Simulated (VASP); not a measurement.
Mg5Cd11O16, 64 atoms in the cell. The typed cell holds 64 atoms: a = 9.146 Å, b = 9.146 Å, c = 9.146 Å, α = 90.00°, β = 90.00°, γ = 90.00°. 

```yaml
Program: VASP 6.6.1
Task: single point
Functional: HSE06
Potentials_or_basis: VASP PAW PBE potentials, release 64 (O, Cd, Mg)
Cutoff: 520 eV
k_mesh: 1 × 1 × 1
Occupations: fermi-dirac, width 0.05 eV
Spin: no spin polarisation
Dipole_correction: no
Grid_for_exact_exchange_PRECFOCK: Fast
Further_INCAR_settings: LREAL = Auto; ALGO = Normal; EDIFF = 1e-07; NBANDS = 276
Share_of_exact_exchange: 0.25
Screening_parameter: 0.2079 1/Å
```

Potentials or basis: VASP PAW PBE potentials, release 64 (O, Cd, Mg).

Run with:

```console
$ cat potpaw_PBE.64/O/POTCAR potpaw_PBE.64/Cd/POTCAR potpaw_PBE.64/Mg/POTCAR > POTCAR
$ cp INCAR.step1 INCAR
$ mpirun -np 1 vasp_gam > vasp.out
$ cp INCAR.step2 INCAR
$ mpirun -np 1 vasp_gam > vasp.out
```

Hardware: 1 × NVIDIA H100 80GB with 1 thread of AMD EPYC 7R13 Processor (Zen 3), with other jobs on the host.

Q: Estimate the wall time of this run.

A: It took 6 min on 1 × NVIDIA H100 80GB with 1 thread of AMD EPYC 7R13 Processor (Zen 3), with other jobs on the host, peak memory 1.6 GiB. Counts: k points 1.
